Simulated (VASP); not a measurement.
Input of a VASP 6.6.1 run:

File POSCAR:

```
Al
1.0
   -2.3802500000      4.1227139347      0.0000000000
   -4.7605000000      0.0000000000      0.0000000000
   -2.3802500000      1.3742379782      4.3318666667
Al
4
Direct
    0.6478400000      0.6478400000      0.0564800000
    0.8521600000      0.8521600000      0.4435200000
    0.3521600000      0.3521600000      0.9435200000
    0.1478400000      0.1478400000      0.5564800000
```

The input INCAR.step1:

```
SYSTEM = Al
PREC = Accurate ; ENCUT = 520
ISMEAR = 0 ; SIGMA = 0.1
LREAL = .False. ; LASPH = .True.
NELM = 60 ; NBANDS = 14
GGA = PE ; ALGO = Normal
EDIFF = 1E-4 ; LWAVE = .True.
LCHARG = .False.
```

The input INCAR.step2:

```
SYSTEM = Al
PREC = Accurate ; ENCUT = 520
EDIFF = 1E-6 ; ISMEAR = 0
SIGMA = 0.1 ; LREAL = .False.
LASPH = .True. ; NELM = 60
ALGO = Normal ; ISIF = 2
LWAVE = .False. ; LCHARG = .False.
METAGGA = R2SCAN ; LMIXTAU = .True.
NBANDS = 14 ; ISTART = 1
```

Contents of KPOINTS:

```
regular mesh
0
Gamma
  6 6 6
  0 0 0
```

Potentials or basis: VASP PAW PBE potentials, release 64 (Al).

Launch:

```bash
$ cat potpaw_PBE.64/Al/POTCAR > POTCAR
$ cp INCAR.step1 INCAR
$ mpirun -np 1 vasp_std > vasp.out
$ cp INCAR.step2 INCAR
$ mpirun -np 1 vasp_std > vasp.out
```

Q: Predict the band gap on the k mesh.

A: Zero (band 6 reaches 6.17 eV, above the bottom of band 7 at 4.47 eV).

Q: Predict the largest force.

A: 0.621 eV/Å.

Stress tensor (GPa, compression positive):
```
-8.24  0.00  0.00
 0.00 -8.24  0.00
 0.00  0.00 -5.87
```

Caveat: the PAW data sets were made with another functional, which shifts forces and pressure a little.
